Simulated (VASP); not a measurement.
# Rb2Ge3 (I4_132) in VASP: further runs

Runs on Rb2Ge3. Level: PBE. Tasks: single point, relaxation of cell and atoms.

Program: VASP 6.6.1. These are calculated values, not measurements. Logs are shortened: lines on timing, memory, paths and dates and some standing lists are left out, and cuts for length are marked.

### Step 1. The cell of the first run

It takes space group I4_132 (No. 214, cubic). Conventional cell: a = 7.838 Å, b = 7.838 Å, c = 7.838 Å, α = 90.00°, β = 90.00°, γ = 90.00°. Within 3.7 Å of Rb (site symmetry 32) lie 3 Rb at 2.77 Å and 6 Ge at 3.67 Å. Ge (site symmetry 222) has 4 Ge at 2.40 Å within 3.2 Å.

### Step 2. Single point, PBE

Input file INCAR:

```
ALGO = Normal
EDIFF = 1E-6
ENCUT = 520
GGA = PE
ISIF = 2
ISMEAR = 0
LASPH = True
LCHARG = True
LELF = True
LREAL = False
LVHAR = True
LWAVE = False
NBANDS = 71
NELM = 100
PREC = Accurate
SIGMA = 0.1
```

Input file KPOINTS:

```
k-points
0
Gamma
  4 4 4
```

Input file POSCAR:

```
Rb2Ge3
1.0
   -3.9191835900      3.9191835900      3.9191835900
    3.9191835900     -3.9191835900      3.9191835900
    3.9191835900      3.9191835900     -3.9191835900
Rb Ge
4 6
Direct
    0.0000000000      0.2500000000      0.5000000000
    0.2500000000      0.2500000000      0.2500000000
    0.2500000000      0.5000000000      0.0000000000
    0.5000000000      0.0000000000      0.2500000000
    0.6250000000      0.2500000000      0.8750000000
    0.8750000000      0.6250000000      0.2500000000
    0.7500000000      0.6250000000      0.8750000000
    0.2500000000      0.8750000000      0.6250000000
    0.8750000000      0.7500000000      0.6250000000
    0.6250000000      0.8750000000      0.7500000000
```

Potentials or basis: VASP PAW PBE potentials, release 64 (Rb_sv, Ge_d).

The run is started by

```
$ cat potpaw_PBE.64/Rb_sv/POTCAR potpaw_PBE.64/Ge_d/POTCAR > POTCAR
$ mpirun -np 1 vasp_std > vasp.out
```

OUTCAR:

```text
EDIFF = 1E-6
   ENCUT = 520
   GGA = PE
   ISIF = 2
   ISMEAR = 0
   LASPH = True
   LREAL = False
   NELM = 100
   PREC = Accurate

 ion  position               nearest neighbor table
   1  0.000  0.250  0.500-   2 2.77   3 2.77   4 2.77   6 3.67   8 3.67   9 3.67   6 3.67   9 3.67
                             8 3.67   7 4.16   5 4.16  10 4.16   5 4.16  10 4.16  10 4.16   7 4.16
   2  0.250  0.250  0.250-   1 2.77   3 2.77   4 2.77   9 3.67   7 3.67  10 3.67   9 3.67  10 3.67
                             7 3.67   5 4.16   6 4.16   8 4.16   8 4.16   6 4.16   6 4.16   5 4.16
   3  0.250  0.500  0.000-   2 2.77   1 2.77   4 2.77   5 3.67   6 3.67   7 3.67   6 3.67   5 3.67
                             7 3.67   9 4.16   9 4.16  10 4.16  10 4.16   8 4.16   9 4.16   8 4.16
   4  0.500  0.000  0.250-   2 2.77   1 2.77   3 2.77   5 3.67   8 3.67  10 3.67   8 3.67  10 3.67
                             5 3.67   9 4.16   7 4.16   7 4.16   6 4.16   7 4.16   6 4.16   6 4.16
   5  0.625  0.250  0.875-   6 2.40   7 2.40   8 2.40  10 2.40   3 3.67   4 3.67   3 3.67   4 3.67
                             2 4.16   2 4.16   1 4.16   2 4.16   1 4.16   1 4.16
   6  0.875  0.625  0.250-   5 2.40   7 2.40   8 2.40   9 2.40   1 3.67   3 3.67   1 3.67   3 3.67
                             2 4.16   2 4.16   4 4.16   4 4.16   2 4.16   4 4.16
   7  0.750  0.625  0.875-   5 2.40   6 2.40   9 2.40  10 2.40   2 3.67   3 3.67   3 3.67   2 3.67
                             4 4.16   1 4.16   4 4.16   1 4.16   4 4.16   1 4.16
   8  0.250  0.875  0.625-   5 2.40   6 2.40   9 2.40  10 2.40   1 3.67   4 3.67   4 3.67   1 3.67
                             2 4.16   3 4.16   3 4.16   3 4.16   2 4.16   2 4.16
   9  0.875  0.750  0.625-   6 2.40   7 2.40   8 2.40  10 2.40   2 3.67   1 3.67   1 3.67   2 3.67
                             4 4.16   3 4.16   3 4.16   4 4.16   3 4.16   4 4.16
  10  0.625  0.875  0.750-   5 2.40   7 2.40   8 2.40   9 2.40   2 3.67   4 3.67   4 3.67   2 3.67
                             3 4.16   3 4.16   3 4.16   1 4.16   1 4.16   1 4.16

 -----------------------------------------------------------------------------
|                                                                             |
|           W    W    AA    RRRRR   N    N  II  N    N   GGGG   !!!           |
|           W    W   A  A   R    R  NN   N  II  NN   N  G    G  !!!           |
|           W    W  A    A  R    R  N N  N  II  N N  N  G       !!!           |
|           W WW W  AAAAAA  RRRRR   N  N N  II  N  N N  G  GGG   !            |
|           WW  WW  A    A  R   R   N   NN  II  N   NN  G    G                |
|           W    W  A    A  R    R  N    N  II  N    N   GGGG   !!!           |
|                                                                             |
|     The distance between some ions is very small. Please check the          |
|     nearest-neighbor list in the OUTCAR file.                               |
|     I HOPE YOU KNOW WHAT YOU ARE DOING!                                     |
|                                                                             |
 -----------------------------------------------------------------------------

  LATTYP: Found a body centered cubic cell.
 ALAT       =     7.8383671800

  Lattice vectors:

 A1 = (  -3.9191835900,   3.9191835900,   3.9191835900)
 A2 = (   3.9191835900,  -3.9191835900,   3.9191835900)
 A3 = (   3.9191835900,   3.9191835900,  -3.9191835900)

Analysis of symmetry for initial positions (statically):
=====================================================================
 Subroutine PRICEL returns:
 Original cell was already a primitive cell.

 Routine SETGRP: Setting up the symmetry group for a
 body centered cubic supercell.

 Subroutine GETGRP returns: Found 24 space group operations
 (whereof  3 operations were pure point group operations)
 out of a pool of 48 trial point group operations.

The static configuration has the point symmetry C_3 .
 The point group associated with its full space group is O   .

Analysis of symmetry for dynamics (positions and initial velocities):
=====================================================================
 Subroutine PRICEL returns:
 Original cell was already a primitive cell.

 Routine SETGRP: Setting up the symmetry group for a
 body centered cubic supercell.

 Subroutine GETGRP returns: Found 24 space group operations
 (whereof  3 operations were pure point group operations)
 out of a pool of 48 trial point group operations.

The dynamic configuration has the point symmetry C_3 .
 The point group associated with its full space group is O   .

 Subroutine INISYM returns: Found 24 space group operations
 (whereof  3 operations are pure point group operations),
 and found     1 'primitive' translations

[... 57 lines left out ...]
  Shift w.r.t. Gamma in fractional coordinates (k-lattice)
     0.000000000  0.000000000  0.000000000

 Subroutine IBZKPT returns following result:
 ===========================================

 Found      8 irreducible k-points:

 Following reciprocal coordinates:
            Coordinates               Weight
  0.000000  0.000000  0.000000      1.000000
  0.250000  0.000000  0.000000     12.000000
  0.500000  0.000000  0.000000      6.000000
  0.250000  0.250000  0.000000     24.000000
  0.250000  0.250000  0.250000      2.000000
 -0.250000  0.250000  0.250000      6.000000
  0.500000  0.500000  0.250000     12.000000
  0.500000  0.500000  0.500000      1.000000
   k-points           NKPTS =      8   k-points in BZ     NKDIM =      8   number of bands    NBANDS=     71
   number of dos      NEDOS =    301   number of ions     NIONS =     10
   total plane-waves  NPLWV = 125000
   dimension x,y,z NGX =    50 NGY =   50 NGZ =   50
   dimension x,y,z NGXF=   100 NGYF=  100 NGZF=  100
   ions per type =               4   6
   NGX,Y,Z   is equivalent  to a cutoff of  12.25, 12.25, 12.25 a.u.
   NGXF,Y,Z  is equivalent  to a cutoff of  24.49, 24.49, 24.49 a.u.
 SYSTEM =  unknown system
   PREC   = accura    normal or accurate (medium, high low for compatibility)
   ISTART =      0    job   : 0-new  1-cont  2-samecut
   ICHARG =      2    charge: 1-file 2-atom 10-const
   ISPIN  =      1    spin polarized calculation?
   LNONCOLLINEAR =      F non collinear calculations
   LSORBIT =      F    spin-orbit coupling
   LASPH  =      T    aspherical Exc in radial PAW
   ENCUT  =  520.0 eV  38.22 Ry    6.18 a.u.  12.62 12.62 12.62*2*pi/ulx,y,z
   NELM   =    100;   NELMIN=  2; NELMDL= -5     # of ELM steps
   EDIFF  = 0.1E-05   stopping-criterion for ELM
   LREAL  =      F    real-space projection
   EDIFFG = 0.1E-04   stopping-criterion for IOM
   NSW    =      0    number of steps for IOM
   IBRION =     -1    ionic relax: 0-MD 1-quasi-New 2-CG
   NFREE  =      0    steps in history (QN), initial steepest desc. (CG)
   ISIF   =      2    stress and relaxation
   ISYM   =      2    0-nonsym 1-usesym 2-fastsym
   POTIM  = 0.5000    time-step for ionic-motion
   TEBEG  =    0.0;   TEEND  =   0.0 temperature during run
   PSTRESS=    0.0 pullay stress
   NELECT =     120.0000    total number of electrons
   NUPDOWN=      -1.0000    fix difference up-down
   EMIN   =  10.00;   EMAX   =-10.00  energy-range for DOS
   EFERMI =   0.00;   METHOD = LEGACY
   ISMEAR =     0;   SIGMA  =   0.10  broadening in eV -4-tet -1-fermi 0-gaus
   EFERMI_NEDOS =   21; number of points for ismear=-14 and -15
   IALGO  =     38    algorithm
   IMIX   =      4    mixing-type and parameters
     AMIX     =   0.40;   BMIX     =  1.00
     AMIX_MAG =   1.60;   BMIX_MAG =  1.00
  volume/ion in A,a.u.               =      24.08       162.50
  Fermi-wavevector in a.u.,A,eV,Ry     =   1.297935  2.452742 22.920858  1.684636
  Thomas-Fermi vector in A             =   2.429296
   LORBIT       =      0    0 simple, 1 ext, 2 COOP (PROOUT), +10 PAW based schemes
   GGA     = PE    functional components
   LHFCALC =     F    Hartree Fock is set to
   AEXX    =    0.0000 exact exchange contribution
   IVDW    =     0    specifies the selected vdW correction
   LEPSILON=     F    determine dielectric tensor
   LRPA    =     F    only Hartree local field effects (RPA)
 non-spin polarized calculation
 Gauss-broadening in eV      SIGMA  =   0.10
  energy-cutoff  :      520.00
  volume of cell :      240.79
 maximum number of plane-waves:      6531
   NGX = 25   NGY = 25   NGZ = 25

 number of electron     120.0000038 magnetization

 Free energy of the ion-electron system (eV)
  ---------------------------------------------------
  ext. energy  EPLUGINS =         0.00000000
  ---------------------------------------------------
  free energy    TOTEN  =       -23.82356242 eV

  energy without entropy =      -23.78477726  energy(sigma->0) =      -23.80416984

 E-fermi :   5.2961     XC(G=0):  -9.7722

 val. band max:        5.2805622083   @ k =   0.2500   0.0000   0.0000
 cond. band min:       5.3211397724   @ k =   0.5000   0.5000   0.2500
 fundamental gap:      0.0405775641
 Fermi energy:         5.2961041034

 k-point     1 :       0.0000    0.0000    0.0000
  band No.  band energies     occupation
      1     -25.1760      2.00000
      2     -24.3192      2.00000
      3     -24.3192      2.00000
      4     -24.3192      2.00000
      5     -19.8999      2.00000
      6     -19.6721      2.00000
[... 581 lines left out ...]
     70       8.1130      0.00000
     71       9.1003      0.00000

------------------------ aborting loop because EDIFF is reached ----------------------------------------

  FORCE on cell =-STRESS in cart. coord.  units (eV):
  Direction    XX          YY          ZZ          XY          YZ          ZX
  --------------------------------------------------------------------------------------
  -------------------------------------------------------------------------------------
  Total       25.0692198     25.0692198     25.0692198      0.0000000      0.0000000      0.0000000
  in kB      166.8032792    166.8032792    166.8032792      0.0000000      0.0000000      0.0000000
  external PRESSURE =     166.8032792 kB  Pullay stress =       0.0000000 kB

 VOLUME and BASIS-vectors are now :
 -----------------------------------------------------------------------------
  energy-cutoff  :      520.00
  volume of cell :      240.79
      direct lattice vectors                 reciprocal lattice vectors
    -3.919183590  3.919183590  3.919183590     0.000000000  0.127577591  0.127577591
     3.919183590 -3.919183590  3.919183590     0.127577591  0.000000000  0.127577591
     3.919183590  3.919183590 -3.919183590     0.127577591  0.127577591  0.000000000

 POSITION                                       TOTAL-FORCE (eV/Angst)
 -----------------------------------------------------------------------------------
      2.93939      0.97980     -0.97980        -0.000000      0.000000     -0.000000
      0.97980      0.97980      0.97980        -0.000000      0.000000     -0.000000
      0.97980     -0.97980      2.93939        -0.000000      0.000000     -0.000000
     -0.97980      2.93939      0.97980        -0.000000     -0.000000     -0.000000
      1.95959      4.89898      0.00000         0.000000      0.000000     -0.000000
      0.00000      1.95959      4.89898        -0.000000      0.000000      0.000000
      2.93939      3.91918      1.95959        -0.000000      0.000000     -0.000000
      4.89898      0.00000      1.95959        -0.000000     -0.000000      0.000000
      1.95959      2.93939      3.91918         0.000000     -0.000000     -0.000000
      3.91918      1.95959      2.93939         0.000000     -0.000000      0.000000
 -----------------------------------------------------------------------------------
    total drift:                               -0.000000      0.000000      0.000000

  FREE ENERGIE OF THE ION-ELECTRON SYSTEM (eV)
  ---------------------------------------------------
  free  energy   TOTEN  =       -23.8235624176 eV

  energy  without entropy=      -23.7847772635  energy(sigma->0) =      -23.80416984
```

Run time: 2.9 min. Hardware: 1 thread of Intel Xeon Platinum 8488C (Sapphire Rapids), shared host; peak memory 0.39 GiB.

What came out:

```
Free energy            : -23.8236 eV
Pressure               : 16.7 GPa
Band gap on the k mesh : zero (band 60 reaches 6.09 eV, above the bottom of band 61 at 5.23 eV)
```

Levels at points of the mesh, in eV from the Fermi level:
```tsv
k point	band 58	band 59	band 60	band 61	band 62	band 63
(0.00, 0.00, 0.00)	-2.32	0.13	0.79	0.79	1.18	1.36
(0.50, 0.00, 0.00)	-1.34	-1.13	-0.47	1.23	1.49	1.50
(0.50, 0.50, 0.50)	-1.62	-1.62	-1.62	-0.06	-0.06	1.29
```

### Step 3. Single point, PBE

This run uses another cell than the first one, of 33.66 Å³/atom, 1.398 times its volume.

Input file INCAR:

```
SYSTEM = Rb2Ge3
PREC = Accurate ; ENCUT = 520
EDIFF = 1E-7 ; ISMEAR = 0
SIGMA = 0.1 ; LREAL = .False.
LASPH = .True. ; NELM = 100
ALGO = Normal ; ISIF = 2
LWAVE = .False. ; LCHARG = .False.
GGA = PE ; NBANDS = 71
```

Input file KPOINTS:

```
Automatic mesh
0
Gamma
  4 4 4
  0 0 0
```

Edit POSCAR of step 2 so:

```diff
@@ -2,5 +2,5 @@
 1.0
-   -3.9191835900      3.9191835900      3.9191835900
-    3.9191835900     -3.9191835900      3.9191835900
-    3.9191835900      3.9191835900     -3.9191835900
+   -4.3822333871      4.3822333871      4.3822333871
+    4.3822333871     -4.3822333871      4.3822333871
+    4.3822333871      4.3822333871     -4.3822333871
 Rb Ge
```

Potentials or basis: VASP PAW PBE potentials, release 64 (Rb_sv, Ge_d).

The run is started by

```
$ cat potpaw_PBE.64/Rb_sv/POTCAR potpaw_PBE.64/Ge_d/POTCAR > POTCAR
$ mpirun -np 1 vasp_std > vasp.out
```

OUTCAR:

```text
SYSTEM = Rb2Ge3
   PREC = Accurate
   ENCUT = 520
   EDIFF = 1E-7
   ISMEAR = 0
   LREAL = .False.
   LASPH = .True.
   NELM = 100
   ISIF = 2
   GGA = PE

 ion  position               nearest neighbor table
   1  0.000  0.250  0.500-   2 3.10   3 3.10   4 3.10   8 4.10   6 4.10   9 4.10   6 4.10   9 4.10
                             8 4.10   4 5.37   2 5.37   2 5.37   4 5.37   3 5.37   3 5.37
   2  0.250  0.250  0.250-   1 3.10   3 3.10   4 3.10   9 4.10  10 4.10   7 4.10   9 4.10  10 4.10
                             7 4.10   1 5.37   3 5.37   1 5.37   4 5.37   3 5.37   4 5.37
   3  0.250  0.500  0.000-   2 3.10   4 3.10   1 3.10   6 4.10   5 4.10   7 4.10   6 4.10   5 4.10
[... 807 lines left out ...]

 VOLUME and BASIS-vectors are now :
 -----------------------------------------------------------------------------
  energy-cutoff  :      520.00
  volume of cell :      336.63
      direct lattice vectors                 reciprocal lattice vectors
    -4.382233387  4.382233387  4.382233387     0.000000000  0.114097072  0.114097072
     4.382233387 -4.382233387  4.382233387     0.114097072  0.000000000  0.114097072
     4.382233387  4.382233387 -4.382233387     0.114097072  0.114097072  0.000000000

 POSITION                                       TOTAL-FORCE (eV/Angst)
 -----------------------------------------------------------------------------------
      3.28668      1.09556     -1.09556        -0.000000     -0.000000     -0.000000
      1.09556      1.09556      1.09556        -0.000000     -0.000000     -0.000000
      1.09556     -1.09556      3.28668        -0.000000     -0.000000     -0.000000
     -1.09556      3.28668      1.09556        -0.000000     -0.000000     -0.000000
      2.19112      5.47779      0.00000        -0.000000     -0.000000      0.000000
      0.00000      2.19112      5.47779         0.000000     -0.000000     -0.000000
      3.28668      4.38223      2.19112         0.000000      0.000000      0.000000
      5.47779      0.00000      2.19112        -0.000000      0.000000     -0.000000
      2.19112      3.28668      4.38223        -0.000000      0.000000     -0.000000
      4.38223      2.19112      3.28668         0.000000      0.000000      0.000000
 -----------------------------------------------------------------------------------
    total drift:                                0.000000     -0.000000      0.000000

  FREE ENERGIE OF THE ION-ELECTRON SYSTEM (eV)
  ---------------------------------------------------
  free  energy   TOTEN  =       -27.5954860904 eV

  energy  without entropy=      -27.5740476650  energy(sigma->0) =      -27.58476688
```

OSZICAR:

```text
N       E                     dE             d eps       ncg     rms          rms(c)
DAV:   1     0.160605976006E+04    0.16061E+04   -0.54752E+04  1506   0.329E+03
DAV:   2     0.293599710538E+03   -0.13125E+04   -0.12577E+04  1160   0.102E+03
DAV:   3     0.200948251092E+01   -0.29159E+03   -0.28618E+03  1275   0.256E+02
DAV:   4    -0.284059971959E+02   -0.30415E+02   -0.30177E+02  1472   0.872E+01
DAV:   5    -0.296906475495E+02   -0.12847E+01   -0.12818E+01  1784   0.176E+01    0.567E+00
DAV:   6    -0.281877172865E+02    0.15029E+01   -0.19930E+00  1760   0.466E+00    0.366E+00
DAV:   7    -0.275758034819E+02    0.61191E+00   -0.26004E+00  1456   0.359E+00    0.173E+00
DAV:   8    -0.276103378007E+02   -0.34534E-01   -0.59493E-01  1416   0.234E+00    0.681E-01
DAV:   9    -0.275958335160E+02    0.14504E-01   -0.51955E-02  1504   0.766E-01    0.164E-01
DAV:  10    -0.275954593443E+02    0.37417E-03   -0.22790E-02  1480   0.544E-01    0.123E-01
DAV:  11    -0.275954640921E+02   -0.47479E-05   -0.33642E-03  1632   0.166E-01    0.459E-02
DAV:  12    -0.275954945981E+02   -0.30506E-04   -0.22986E-04  1544   0.684E-02    0.144E-02
DAV:  13    -0.275954861527E+02    0.84454E-05   -0.73634E-05  1496   0.325E-02    0.376E-03
DAV:  14    -0.275954862037E+02   -0.50954E-07   -0.64280E-06  1576   0.121E-02    0.178E-03
DAV:  15    -0.275954860126E+02    0.19102E-06   -0.46119E-07  1176   0.421E-03    0.274E-04
DAV:  16    -0.275954860904E+02   -0.77769E-07   -0.36225E-08   752   0.108E-03
   1 F= -.27595486E+02 E0= -.27584767E+02  d E =-.214384E-01
```

stdout:

```text
POSCAR found type information on POSCAR RbGe
 POSCAR found :  2 types and      10 ions
 scaLAPACK will be used
 LDA part: xc-table for (Slater+PW92), standard interpolation
 POSCAR, INCAR and KPOINTS ok, starting setup
 FFT: planning ... GRIDC
 FFT: planning ... GRID_SOFT
 FFT: planning ... GRID
 WAVECAR not read
 entering main loop
```

It took 6.5 min on 1 thread of Intel Xeon Platinum 8259CL at 2.50GHz (Skylake/Cascade Lake), shared host; peak memory 0.49 GiB.

Results:

| Quantity | Value |
| --- | --- |
| Free energy | -27.5955 eV |
| Pressure | 0.2 GPa |
| Band gap on the k mesh | zero (band 60 reaches 3.45 eV, above the bottom of band 61 at 2.94 eV) |

[end of part 1 of 2]
